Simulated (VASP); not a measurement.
Here is a VASP 6.6.1 calculation.

Contents of INCAR:

```
SYSTEM = SrO
PREC = Accurate
ENCUT = 520
EDIFF = 1E-6
ISMEAR = 0
SIGMA = 0.05
LREAL = .False.
LASPH = .True.
NELM = 80
ALGO = Normal
ISIF = 2
LWAVE = .False.
LCHARG = .True.
GGA = PE
LELF = .True.
LVHAR = .True.
NBANDS = 15
```

Contents of KPOINTS:

```
Automatic mesh
0
Gamma
  8 8 8
  0 0 0
```

POSCAR

```
SrO
1.0
    0.0000000000      2.5698000000      2.4413100000
    2.5698000000      0.0000000000      2.4413100000
    2.5698000000      2.5698000000      0.0000000000
Sr O
1 1
Direct
    0.0000000000      0.0000000000      0.0000000000
    0.5000000000      0.5000000000      0.5000000000
```

Potentials or basis: VASP PAW PBE potentials, release 64 (Sr_sv, O).

Launch:

```bash
$ cat potpaw_PBE.64/Sr_sv/POTCAR potpaw_PBE.64/O/POTCAR > POTCAR
$ mpirun -np 1 vasp_std > vasp.out
```

(1) Estimate the pressure.

(2) What does it give for the band gap on the k mesh?

Results:

(1) 9.9 GPa.

(2) 2.93 eV, indirect (least direct gap 3.16 eV).

Caveat: the cell differs from its parent crystal (strain +0.000 along x and y, -0.050 along z).
